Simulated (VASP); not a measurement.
Input of a VASP 6.6.1 run:

INCAR

```
PREC = Accurate ; ENCUT = 520
EDIFF = 1E-6 ; ISMEAR = 0
SIGMA = 0.05 ; LREAL = F
LASPH = T ; NELM = 100
ALGO = Normal ; ISIF = 2
LWAVE = F ; LCHARG = F
GGA = PE ; NBANDS = 26
```

The input KPOINTS:

```
regular mesh
0
Gamma
  9 9 4
```

File POSCAR:

```
CdSe
1.0
    4.0835749185      0.0000000000      0.0000000000
   -2.0417874593      3.5364796177      0.0000000000
    0.0000000000      0.0000000000      7.0152000000
Cd Se
2 2
Direct
    0.6666666667      0.3333333333      0.0000000000
    0.3333333333      0.6666666667      0.5000000000
    0.6666666667      0.3333333333      0.3750000000
    0.3333333333      0.6666666667      0.8750000000
```

Potentials or basis: VASP PAW PBE potentials, release 64 (Cd, Se).

Run with:

```bash
$ cat potpaw_PBE.64/Cd/POTCAR potpaw_PBE.64/Se/POTCAR > POTCAR
$ mpirun -np 1 vasp_std > vasp.out
```

**Question.** Estimate the largest force.

**Answer.** 0.599 eV/Å.

**Question.** What does it give for the band gap on the k mesh?

**Answer.** 0.79 eV, direct.

**Question.** What does it give for the pressure?

**Answer.** 11.2 GPa.

Forces in eV/Å, atoms in the order of the input:
```
Cd   0.000  0.000  0.599
Cd   0.000  0.000  0.599
Se   0.000  0.000 -0.599
Se   0.000  0.000 -0.599
```

Caveat: the cell differs from its parent crystal (strain -0.050 along x and y, +0.000 along z).
